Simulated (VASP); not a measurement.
A run of VASP 6.6.1 is set up as follows.

The input INCAR:

```
  PREC = Accurate
  ENCUT = 520
  EDIFF = 1E-6
  ISMEAR = 0
  SIGMA = 0.1
  LREAL = F
  LASPH = T
  NELM = 80
  ALGO = Normal
  ISIF = 2
  LWAVE = F
  LCHARG = T
  GGA = PE
  LELF = T
  LVHAR = T
  NBANDS = 47
```

KPOINTS

```
regular mesh
0
Gamma
  6 6 2
```

File POSCAR:

```
Lu2NF3
1.0
    3.9013781411      0.0000000000      0.0000000000
    0.0000000000      3.9013781411      0.0000000000
    0.0000000000      0.0000000000      5.5521768263
Lu N F
2 1 3
Direct
    0.0000000000      0.5000000000      0.8023903394
    0.5000000000      0.0000000000      0.1976096606
    0.0000000000      0.0000000000      0.0000000000
    0.5000000000      0.5000000000      0.0000000000
    0.0000000000      0.5000000000      0.4172801700
    0.5000000000      0.0000000000      0.5827198300
```

Potentials or basis: VASP PAW PBE potentials, release 64 (Lu, N, F).

Launch:

```sh
$ cat potpaw_PBE.64/Lu/POTCAR potpaw_PBE.64/N/POTCAR potpaw_PBE.64/F/POTCAR > POTCAR
$ mpirun -np 1 vasp_std > vasp.out
```

**Question.** Estimate the largest force.

**Answer.** 0.106 eV/Å.

**Question.** What does it give for the band gap on the k mesh?

**Answer.** 1.53 eV (least direct gap 2.65 eV).

**Question.** Estimate the pressure.

**Answer.** 0.9 GPa.

Stress tensor (GPa, compression positive):
```
0.74 0.00 0.00
0.00 0.74 0.00
0.00 0.00 1.27
```

Caveat: the k points lie up to 0.57 Å⁻¹ apart; spin-orbit coupling is left out, which moves the levels of the heavy elements. A k mesh can miss the band edges.
